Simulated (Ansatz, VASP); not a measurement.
# One calculation of Hf, two programs

INCAR

```
SYSTEM = Hf
PREC = Accurate
ENCUT = 520
EDIFF = 1E-7
ISMEAR = 0
SIGMA = 0.15
LREAL = .FALSE.
LASPH = .TRUE.
NELM = 80
ALGO = Normal
ISIF = 2
LWAVE = .FALSE.
LCHARG = .FALSE.
GGA = PE
NBANDS = 11
```

File KPOINTS:

```
Automatic mesh
0
G
  18 18 18
  0 0 0
```

File POSCAR:

```
Hf
1.0
    0.0000000000      2.0424000000      2.0424000000
    2.0424000000      0.0000000000      2.0424000000
    2.0424000000      2.0424000000      0.0000000000
Hf
1
Direct
    0.0000000000      0.0000000000      0.0000000000
```

Input for Ansatz:

```yaml
crystal:
  lattice:
    - [0.0, 2.0424, 2.0424]
    - [2.0424, 0.0, 2.0424]
    - [2.0424, 2.0424, 0.0]
  atoms:
    - { symbol: Hf, position: [0.0, 0.0, 0.0] }
basis:
  ecutwfc: 420
kpoints:
  mp_grid: { grid: [18, 18, 18] }
hamiltonian:
  xc: pbe
scf:
  occupations: { method: gaussian, width: 0.15 }
output:
  forces: true
  stress: true
  eigenvalues: true
```

Change from the starting cell: strain -0.080 along x and y, -0.080 along z, atoms carried along.

Alike in both runs: task single point; functional PBE; k mesh 18 × 18 × 18; occupations gaussian, width 0.15 eV; no spin polarisation.

|  | VASP | Ansatz |
| --- | --- | --- |
| version | VASP 6.6.1 | Ansatz 0.2.0 |
| potentials or method | VASP PAW PBE potentials, release 64 (Hf_pv), cutoff 520 eV | scalar-relativistic, plane waves, PAW |
| valence electrons in the cell | 10 | 26 |

VASP gave:

```
gap on the k mesh at the Fermi level (eV) : none
pressure (GPa)                            : 45.0
```

Problem. What did Ansatz give for the same quantities?

Solution. gap on the k mesh at the Fermi level (eV): none; pressure (GPa): 45.7.

A gap of «none» marks a metal or a gap that the smearing closes. Both programs put the cell under a high pressure, so it lies far from rest at this level. The functional is the same, so the differences come from potentials, cutoffs and numerics. VASP's potentials hold 10 valence electrons a cell and Ansatz's 26, so a difference there can come from the potentials and not from the codes.

Spin-orbit coupling is off throughout.
